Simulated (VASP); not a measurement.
Input of a VASP 6.6.1 run:

The input INCAR:

```
PREC     = Accurate       # precision mode
ENCUT    = 500            # plane-wave cutoff, eV
EDIFF    = 1E-6           # SCF threshold, eV
ISMEAR   = 0              # smearing method
SIGMA    = 0.1            # smearing width, eV
LREAL    = F              # projectors in reciprocal space
LASPH    = T              # aspherical terms in the spheres
NELM     = 120            # most SCF steps
ALGO     = Normal         # electronic algorithm
ISIF     = 2              # what is computed and relaxed
LWAVE    = F              # write WAVECAR
LCHARG   = F              # write CHGCAR
GGA      = PS             # functional
NBANDS   = 20             # bands
GGA_COMPAT= F
```

File KPOINTS:

```
Automatic mesh
0
Gamma
  7 7 7
```

Contents of POSCAR:

```
Nb
1.0
    0.0000000000      2.6835515933      2.6835515933
    2.6835515933      0.0000000000      2.6835515933
    2.6835515933      2.6835515933      0.0000000000
Nb
2
Direct
    1.0000000000      1.0000000000      1.0000000000
    0.2500000000      0.2500000000      0.2500000000
```

Potentials or basis: VASP PAW PBE potentials, release 64 (Nb_sv).

The run is started by

```console
$ cat potpaw_PBE.64/Nb_sv/POTCAR > POTCAR
$ mpirun -np 1 vasp_std > vasp.out
```

Task: Predict the pressure.

Result: 30.1 GPa.

Task: What does it give for the band gap on the k mesh?

Result: Zero (bands 13 and 14 overlap by 2.26 eV).

Caveat: the cell stands under pressure; the PAW data sets were made with another functional, which shifts forces and pressure a little.
